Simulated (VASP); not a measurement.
**Co: single point with PBE**

Co, a slab with vacuum:

```xyz
7
Lattice="2.5395 0.0000 0.0000 0.0000 2.5395 0.0000 0.0000 0.0000 25.7742" Properties=species:S:1:pos:R:3 pbc="T T T"
Co    1.2698    1.2698    7.5000
Co    0.0000    0.0000    9.2957
Co    1.2698    1.2698   11.0914
Co    0.0000    0.0000   12.8871
Co    1.2698    1.2698   14.6828
Co    0.0000    0.0000   16.4785
Co    1.2698    1.2698   18.2742
```

```yaml
Program: VASP 6.6.1
Task: single point
Functional: PBE
Potentials_or_basis: VASP PAW PBE potentials, release 64 (Co)
Cutoff: 520 eV
k_mesh: 10 × 10 × 1
Occupations: fermi-dirac, width 0.05 eV
Spin: collinear spin, ferromagnetic start
Starting_moments: "[2.0, 2.0, 2.0, 2.0, 2.0, 2.0, 2.0] μB"
Dipole_correction: yes
Further_INCAR_settings: ALGO = Normal; EDIFF = 1e-07; NBANDS = 44
```

| Quantity | Value |
| --- | --- |
| Largest force | 0.752 eV/Å |
| Net moment | 12.33 μB per cell |
| Site moments | Co +1.91, +1.74, +1.72 (each value once) μB |
| Valence electrons inside the program's atomic spheres | Co 7.97, 8.15 (each value once) |

Forces in eV/Å, atoms in the order of the input:
```
Co   0.000  0.000  0.752
Co   0.000  0.000 -0.324
Co   0.000  0.000  0.046
Co   0.000  0.000  0.000
Co   0.000  0.000 -0.046
Co   0.000  0.000  0.324
Co   0.000  0.000 -0.752
```

Levels at points of the mesh, in eV from the Fermi level:
Spin up:
```tsv
k point	band 34	band 35	band 36	band 37	band 38	band 39	band 40	band 41	band 42	band 43
(0.00, 0.00, 0.00)	-1.31	-1.20	-1.10	-1.01	-1.01	-0.77	-0.77	-0.62	0.72	1.80
(0.50, 0.00, 0.00)	-1.01	-0.99	0.00	0.14	0.49	0.54	0.72	0.74	0.78	4.07
(0.50, 0.50, 0.00)	-0.53	-0.53	2.82	2.82	3.93	3.93	5.43	5.43	7.14	7.14
```
Spin down:
```
           k point  band 22  band 23  band 24  band 25  band 26  band 27  band 28  band 29  band 30  band 31
(0.00, 0.00, 0.00)    -0.44    -0.25    -0.04    -0.02    -0.02     0.15     0.24     0.35     0.42     0.42
(0.50, 0.00, 0.00)    -0.74    -0.70    -0.44    -0.28    -0.21    -0.03     0.10     0.21     0.49     0.51
(0.50, 0.50, 0.00)     0.55     0.77     0.79     0.79     0.85     1.03     1.05     1.17     1.17     1.18
```

Wall time 7.4 min on 1 thread of Intel(R) Xeon(R) 6975P-C (Granite Rapids), on a shared host, peak memory 0.43 GiB.
